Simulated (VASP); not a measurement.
Write the native input for VASP 6.6.1 that does the following.

| Item | Value |
| --- | --- |
| Task | relaxation of shape and atoms at fixed volume |
| Functional | PBE |
| Dispersion | D3(BJ) |
| Potentials or basis | VASP PAW PBE potentials, release 64 (Pt, Se) |
| Cutoff | 600 eV |
| k mesh | 15 × 15 × 10 |
| Occupations | gaussian, width 0.1 eV |
| Spin | no spin polarisation |
| Dipole correction | no |
| Further INCAR settings | ALGO = Normal; EDIFF = 1e-07; IBRION = 2; EDIFFG = -0.01; NSW = 50; ISIF = 4 |

The structure of PtSe2 lies in POSCAR:

```
PtSe2
1.0
    3.6823603807      0.0000000000      0.0000000000
   -1.8411801904      3.1890176356      0.0000000000
    0.0000000000      0.0000000000      4.4523914355
Pt Se
1 2
Direct
    0.0000000000      0.0000000000      0.0000000000
    0.3333333333      0.6666666667      0.2804692503
    0.6666666667      0.3333333333      0.7195307497
```

These files were run (other wordings do the same):

INCAR

```
  ALGO = Normal
  EDIFF = 1E-7
  EDIFFG = -0.01
  ENCUT = 600
  GGA = PE
  IBRION = 2
  ISIF = 4
  ISMEAR = 0
  IVDW = 12
  LASPH = T
  LCHARG = F
  LREAL = F
  LWAVE = F
  NELM = 80
  NSW = 50
  PREC = Accurate
  SIGMA = 0.1
```

KPOINTS

```
k-points
0
Gamma
  15 15 10
```

Potentials or basis: VASP PAW PBE potentials, release 64 (Pt, Se).

Launch:

```sh
$ cat potpaw_PBE.64/Pt/POTCAR potpaw_PBE.64/Se/POTCAR > POTCAR
$ mpirun -np 1 vasp_std > vasp.out
```

It gave:

The energy gained by relaxing is 3.1 meV/atom, the ionic steps are 6 and the pressure after relaxing is 12.9 GPa. The largest force after relaxing is 0.004 eV/Å. The band gap on the k mesh is zero (bands 11 and 12 overlap by 0.96 eV) and the dispersion energy per atom is -0.559 eV.

Caveat: spin-orbit coupling is left out, which moves the levels of the heavy elements.

It took 4.4 min on 1 thread of Intel(R) Xeon(R) 6975P-C (Granite Rapids) (shared host), peak memory 0.39 GiB.
